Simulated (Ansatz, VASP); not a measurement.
## One calculation of SrC2, two programs

INCAR

```
  PREC = Accurate
  ENCUT = 520
  EDIFF = 1E-6
  ISMEAR = 0
  SIGMA = 0.05
  LREAL = False
  LASPH = True
  NELM = 80
  ALGO = Normal
  ISIF = 2
  LWAVE = False
  LCHARG = True
  LELF = True
  LVHAR = True
  NBANDS = 16
```

The input KPOINTS:

```
regular mesh
0
Gamma
  9 9 9
```

POSCAR

```
SrC2
1.0
    2.3159395519      1.3371083237      2.2143958931
   -2.3159395519      1.3371083237      2.2143958931
    0.0000000000     -2.6742166475      2.2143958932
Sr C
1 2
Direct
    0.0000000000      0.0000000000      0.0000000000
    0.5915580000      0.5915580000      0.5915580000
    0.4084420000      0.4084420000      0.4084420000
```

Input for Ansatz:

```yaml
crystal:
  lattice:
    - [2.3159395519, 1.3371083237, 2.2143958931]
    - [-2.3159395519, 1.3371083237, 2.2143958931]
    - [0.0, -2.6742166475, 2.2143958932]
  atoms:
    - { symbol: Sr, position: [0.0, 0.0, 0.0] }
    - { symbol: C, position: [0.591558, 0.591558, 0.591558] }
    - { symbol: C, position: [0.408442, 0.408442, 0.408442] }
basis:
  ecutwfc: 420
kpoints:
  mp_grid: { grid: [9, 9, 9] }
hamiltonian:
  xc: lda
scf:
  occupations: { method: gaussian, width: 0.05 }
output:
  forces: true
  stress: true
  eigenvalues: true
```

Change from the starting cell: strain -0.080 along x and y, -0.040 along z, atoms carried along.

Alike in both runs: task single point; functional LDA; k mesh 9 × 9 × 9; occupations gaussian, width 0.05 eV; no spin polarisation.

|  | VASP | Ansatz |
| --- | --- | --- |
| version | VASP 6.6.1 | Ansatz 0.2.0 |
| potentials or method | VASP PAW LDA potentials, release 64 (Sr_sv, C), cutoff 520 eV | scalar-relativistic, plane waves, PAW |
| valence electrons in the cell | 18 | 18 |

Ansatz gave:

- gap on the k mesh at the Fermi level (eV): 1.07
- least direct gap on the mesh (eV): 2.12
- pressure (GPa): 13.2
- traceless stress, the component that is largest in VASP (GPa): 10.44
- rms of the force components (eV/Å): 1.403

Question: Estimate VASP's values.

Answer: gap on the k mesh at the Fermi level (eV): 1.03; least direct gap on the mesh (eV): 2.10; pressure (GPa): 14.0; traceless stress, the component that is largest in VASP (GPa): 10.79; rms of the force components (eV/Å): 1.453.

LDA's correlation is that of Perdew and Zunger in VASP and of Perdew and Wang (1992) in Ansatz. Atom by atom the forces differ by 0.051 eV/Å (rms over components).
